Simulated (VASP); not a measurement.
Sb, 2 atoms in the cell. It takes space group Fm-3m (No. 225, cubic). Conventional cell: a = 4.715 Å, b = 4.715 Å, c = 4.715 Å, α = 90.00°, β = 90.00°, γ = 90.00°. Sb (site symmetry m-3m) has 12 Sb at 3.33 Å within 4.4 Å. 

| Item | Value |
| --- | --- |
| Program | VASP 6.6.1 |
| Task | single point |
| Functional | PBEsol |
| Potentials or basis | VASP PAW PBE potentials, release 64 (Sb) |
| Cutoff | 520 eV |
| k mesh | 11 × 11 × 8 |
| Occupations | fermi-dirac, width 0.1 eV |
| Spin | no spin polarisation |
| Dipole correction | no |
| Further INCAR settings | ALGO = Normal; EDIFF = 1e-06; NBANDS = 12 |

Potentials or basis: VASP PAW PBE potentials, release 64 (Sb).

Run with:

```sh
$ cat potpaw_PBE.64/Sb/POTCAR > POTCAR
$ mpirun -np 1 vasp_std > vasp.out
```

Hardware: 1 thread of Intel(R) Xeon(R) 6975P-C (Granite Rapids), on a shared host.

**Question.** Estimate the wall time of this run.

**Answer.** Run time: 17 s on 1 thread of Intel(R) Xeon(R) 6975P-C (Granite Rapids), on a shared host, peak memory 0.19 GiB. Counts: scf iterations 9, k points 105.
